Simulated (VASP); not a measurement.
# C (Fd-3m) in VASP: further runs, part 2 of 2

VASP 6.6.1.

### Step 3. Single point, PBE0

This run uses another cell than the first one, of 5.67 Å³/atom.

Input file POSCAR:

```
C
1.0
    0.0000000000      1.7833700000      1.7833700000
    1.7833700000      0.0000000000      1.7833700000
    1.7833700000      1.7833700000      0.0000000000
C
2
Direct
    0.7500000000      0.7500000000      0.7500000000
    0.5000000000      0.5000000000      0.5000000000
```

Input file INCAR.step1:

```
PREC     = Accurate       # precision mode
ENCUT    = 520            # plane-wave cutoff, eV
EDIFF    = 1E-5           # SCF threshold, eV
ISMEAR   = -1             # smearing method
SIGMA    = 0.05           # smearing width, eV
LREAL    = False          # projectors in reciprocal space
LASPH    = True           # aspherical terms in the spheres
NELM     = 100            # most SCF steps
ALGO     = Normal         # electronic algorithm
ISIF     = 2              # what is computed and relaxed
LWAVE    = True           # write WAVECAR
NBANDS   = 11             # bands
GGA      = PE             # functional
```

Input file INCAR.step2:

```
PREC     = Accurate       # precision mode
ENCUT    = 520            # plane-wave cutoff, eV
EDIFF    = 1E-7           # SCF threshold, eV
ISMEAR   = -1             # smearing method
SIGMA    = 0.05           # smearing width, eV
LREAL    = False          # projectors in reciprocal space
LASPH    = True           # aspherical terms in the spheres
NELM     = 100            # most SCF steps
ALGO     = Normal         # electronic algorithm
ISIF     = 2              # what is computed and relaxed
LWAVE    = False          # write WAVECAR
LCHARG   = True           # write CHGCAR
GGA      = PE             # functional
LHFCALC  = True           # exact exchange
AEXX     = 0.25           # exact-exchange fraction
PRECFOCK = Normal       
LELF     = True           # ELF
LVHAR    = True         
NBANDS   = 11             # bands
ISTART   = 1
```

Input file KPOINTS:

```
regular mesh
0
Gamma
  10 10 10
```

Potentials or basis: VASP PAW PBE potentials, release 64 (C).

The run is started by

```
> cat potpaw_PBE.64/C/POTCAR > POTCAR
> cp INCAR.step1 INCAR
> mpirun -np 1 vasp_std > vasp.out
> cp INCAR.step2 INCAR
> mpirun -np 1 vasp_std > vasp.out
```

OUTCAR:

```text
PREC = Accurate
   ENCUT = 520
   EDIFF = 1E-7
   ISMEAR = -1
   LREAL = False
   LASPH = True
   NELM = 100
   ISIF = 2
   GGA = PE
   LHFCALC = True
   AEXX = 0.25
   PRECFOCK = Normal
   ISTART = 1

 ion  position               nearest neighbor table
   1  0.750  0.750  0.750-   2 1.54   2 1.54   2 1.54   2 1.54
   2  0.500  0.500  0.500-   1 1.54   1 1.54   1 1.54   1 1.54

  LATTYP: Found a face centered cubic cell.
 ALAT       =     3.5667400000

  Lattice vectors:

 A1 = (   0.0000000000,   1.7833700000,   1.7833700000)
 A2 = (   1.7833700000,   0.0000000000,   1.7833700000)
 A3 = (   1.7833700000,   1.7833700000,   0.0000000000)

Analysis of symmetry for initial positions (statically):
=====================================================================
 Subroutine PRICEL returns:
 Original cell was already a primitive cell.

 Routine SETGRP: Setting up the symmetry group for a
 face centered cubic supercell.

 Subroutine GETGRP returns: Found 48 space group operations
 (whereof 24 operations were pure point group operations)
 out of a pool of 48 trial point group operations.

The static configuration has the point symmetry T_d .
 The point group associated with its full space group is O_h .

Analysis of symmetry for dynamics (positions and initial velocities):
=====================================================================
 Subroutine PRICEL returns:
 Original cell was already a primitive cell.

 Routine SETGRP: Setting up the symmetry group for a
 face centered cubic supercell.

 Subroutine GETGRP returns: Found 48 space group operations
 (whereof 24 operations were pure point group operations)
 out of a pool of 48 trial point group operations.

The dynamic configuration has the point symmetry T_d .
[... 125 lines left out ...]
   GGA     = PE    functional components
   LHFCALC =     T    Hartree Fock is set to
   PRECFOCK=normal    Normal, Fast or Accurate (Low or Medium for compatibility)
   ENCUT4O =  -1.0   cutoff for four orbital integrals eV
   NKREDX  =     1    reduce k-point grid by
   NKREDY  =     1    reduce k-point grid by
   NKREDZ  =     1    reduce k-point grid by
   AEXX    =    0.2500 exact exchange contribution
   HFSCREEN=    0.0000 screening length (either q_TF or 0.3 A-1)
   HFSCREENC=   0.0000 screening length for correlation (either q_TF or 0.3 A-1)
   ENCUTFOCK=  -1.0 apply spherical cutoff to Coloumb kernel
   IVDW    =     0    specifies the selected vdW correction
   LEPSILON=     F    determine dielectric tensor
   LRPA    =     F    only Hartree local field effects (RPA)
 non-spin polarized calculation
  energy-cutoff  :      520.00
  volume of cell :       11.34
 maximum number of plane-waves:       322
  NGX = 16; NGY = 16; NGZ = 16

 number of electron       7.9999999 magnetization

 Free energy of the ion-electron system (eV)
  ---------------------------------------------------
  ext. energy  EPLUGINS =         0.00000000
  ---------------------------------------------------
  free energy    TOTEN  =       -22.12588429 eV

  energy without entropy =      -22.12588429  energy(sigma->0) =      -22.12588429

 E-fermi :   9.6592     XC(G=0): -10.4073

 val. band max:        8.7420056535   @ k =   0.0000   0.0000   0.0000
 cond. band min:      14.8073732338   @ k =   0.4000   0.4000   0.0000
 fundamental gap:      6.0653675803
 Fermi energy:         9.6591981366

 k-point     1 :       0.0000    0.0000    0.0000
  band No.  band energies     occupation
      1     -14.8504      2.00000
      2       8.7420      2.00000
      3       8.7420      2.00000
      4       8.7420      2.00000
      5      16.4437      0.00000
      6      16.4437      0.00000
      7      16.4437      0.00000
      8      24.7797      0.00000
      9      30.3720      0.00000
     10      37.8139      0.00000
     11      37.8139      0.00000
[... 309 lines left out ...]
 k-point    24 :       0.4000    0.3000    0.0000
  band No.  band energies     occupation
      1      -9.8744      2.00000
      2      -0.2171      2.00000
      3       2.1900      2.00000
      4       2.8718      2.00000
      5      15.4916      0.00000
      6      18.8488      0.00000
      7      25.7099      0.00000
      8      25.7559      0.00000
      9      33.5051      0.00000
     10      34.5564      0.00000
     11      42.2765      0.00000

 [... further k-points ...]
[... 5 lines left out ...]
  --------------------------------------------------------------------------------------
  -------------------------------------------------------------------------------------
  Total       -0.5276135     -0.5276135     -0.5276135     -0.0000000      0.0000000      0.0000000
  in kB      -74.5198782    -74.5198782    -74.5198782     -0.0000000      0.0000000      0.0000000
  external PRESSURE =     -74.5198782 kB  Pullay stress =       0.0000000 kB

 VOLUME and BASIS-vectors are now :
 -----------------------------------------------------------------------------
  energy-cutoff  :      520.00
  volume of cell :       11.34
      direct lattice vectors                 reciprocal lattice vectors
     0.000000000  1.783370000  1.783370000    -0.280368067  0.280368067  0.280368067
     1.783370000  0.000000000  1.783370000     0.280368067 -0.280368067  0.280368067
     1.783370000  1.783370000  0.000000000     0.280368067  0.280368067 -0.280368067

 POSITION                                       TOTAL-FORCE (eV/Angst)
 -----------------------------------------------------------------------------------
      2.67505      2.67505      2.67505        -0.000000     -0.000000     -0.000000
      1.78337      1.78337      1.78337         0.000000      0.000000      0.000000
 -----------------------------------------------------------------------------------
    total drift:                                0.000000     -0.000000      0.000000

  FREE ENERGIE OF THE ION-ELECTRON SYSTEM (eV)
  ---------------------------------------------------
  free  energy   TOTEN  =       -22.1258842929 eV

  energy  without entropy=      -22.1258842929  energy(sigma->0) =      -22.12588429
```

OUTCAR.step1:

```text
PREC = Accurate
   ENCUT = 520
   EDIFF = 1E-5
   ISMEAR = -1
   LREAL = False
[... 559 lines left out ...]
      2.67505      2.67505      2.67505        -0.000000     -0.000000     -0.000000
      1.78337      1.78337      1.78337         0.000000      0.000000      0.000000
 -----------------------------------------------------------------------------------
    total drift:                                0.000000     -0.000000      0.000000

  FREE ENERGIE OF THE ION-ELECTRON SYSTEM (eV)
  ---------------------------------------------------
  free  energy   TOTEN  =       -18.1851631485 eV

  energy  without entropy=      -18.1851631485  energy(sigma->0) =      -18.18516315
```

Wall time 49 min (1 thread of Oxide Virtual Turin-like, shared host); peak memory 0.11 GiB.

Results:

```yaml
Free_energy: -22.1259 eV
Pressure: -7.5 GPa
Band_gap_on_the_k_mesh: 6.07 eV (least direct gap 7.70 eV)
```

Caveat: the cell stands under tension; the PAW data sets were made with another functional, which shifts forces and pressure a little. A k mesh can miss the band edges.
